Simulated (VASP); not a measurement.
A run of VASP 6.6.1 is set up as follows.

The input POSCAR:

```
Sn
1.0
   -2.8934534773      2.8934534773      1.5795050596
    2.8934534773     -2.8934534773      1.5795050596
    2.8934534773      2.8934534773     -1.5795050596
Sn
2
Direct
    0.0000000000      0.0000000000      0.0000000000
    0.7500000000      0.2500000000      0.5000000000
```

Contents of INCAR.step1:

```
PREC = Accurate ; ENCUT = 520
ISMEAR = -1 ; SIGMA = 0.1
LREAL = False ; LASPH = True
NELM = 60 ; NBANDS = 21
GGA = PE ; ALGO = Normal
EDIFF = 1E-4 ; LWAVE = True
LCHARG = False
```

File INCAR.step2:

```
PREC = Accurate ; ENCUT = 520
EDIFF = 1E-7 ; ISMEAR = -1
SIGMA = 0.1 ; LREAL = False
LASPH = True ; NELM = 60
ALGO = Normal ; ISIF = 2
LWAVE = False ; LCHARG = False
METAGGA = R2SCAN ; LMIXTAU = True
NBANDS = 21 ; ISTART = 1
```

KPOINTS

```
regular mesh
0
Gamma
  10 10 10
```

Potentials or basis: VASP PAW PBE potentials, release 64 (Sn_d).

Run with:

```console
$ cat potpaw_PBE.64/Sn_d/POTCAR > POTCAR
$ cp INCAR.step1 INCAR
$ mpirun -np 1 vasp_std > vasp.out
$ cp INCAR.step2 INCAR
$ mpirun -np 1 vasp_std > vasp.out
```

What does it give for the band gap on the k mesh?

Zero (bands 14 and 15 overlap by 4.24 eV).

What does it give for the pressure?

2.6 GPa.

Stress tensor (GPa, compression positive):
```
2.90 0.00 0.00
0.00 2.90 0.00
0.00 0.00 1.92
```

Caveat: the PAW data sets were made with another functional, which shifts forces and pressure a little; spin-orbit coupling is left out, which moves the levels of the heavy elements.
